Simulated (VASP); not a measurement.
A run of VASP 6.6.1:

File INCAR:

```
PREC     = Accurate       # precision mode
ENCUT    = 520            # plane-wave cutoff, eV
EDIFF    = 1E-7           # SCF threshold, eV
ISMEAR   = 0              # smearing method
SIGMA    = 0.1            # smearing width, eV
LREAL    = False          # projectors in reciprocal space
LASPH    = True           # aspherical terms in the spheres
NELM     = 150            # most SCF steps
ALGO     = Normal         # electronic algorithm
ISIF     = 2              # what is computed and relaxed
LWAVE    = False          # write WAVECAR
LCHARG   = True           # write CHGCAR
ISPIN    = 2              # spin polarisation
MAGMOM   = 2 -2 0 0 0     # initial moments
LORBIT   = 11             # projections on sites
LMAXMIX  = 4              # l up to which the mixer works
GGA      = PE             # functional
LELF     = True           # ELF
LVHAR    = True         
NBANDS   = 32             # bands
```

The input KPOINTS:

```
Automatic mesh
0
Gamma
  4 4 8
```

The input POSCAR:

```
V2SiN2
1.0
    2.8858852100     -4.6606433100      0.0000000000
    2.8858852100      4.6606433100      0.0000000000
    0.0000000000      0.0000000000      2.2837224600
V Si N
2 1 2
Direct
    0.6743082000      0.3256918000      0.0000000000
    0.3256918000      0.6743082000      0.0000000000
    0.0000000000      0.0000000000      0.0000000000
    0.8356256800      0.1643743200      0.0000000000
    0.1643743200      0.8356256800      0.0000000000
```

Potentials or basis: VASP PAW PBE potentials, release 64 (V_sv, Si, N).

The run is started by

```bash
$ cat potpaw_PBE.64/V_sv/POTCAR potpaw_PBE.64/Si/POTCAR potpaw_PBE.64/N/POTCAR > POTCAR
$ mpirun -np 1 vasp_std > vasp.out
```

Hardware: 1 thread of Intel(R) Xeon(R) 6975P-C (Granite Rapids) (shared host).

How long does it take, and how much memory?

Wall time 82 s on 1 thread of Intel(R) Xeon(R) 6975P-C (Granite Rapids) (shared host), peak memory 0.26 GiB. Counts: scf iterations 18, k points 35.
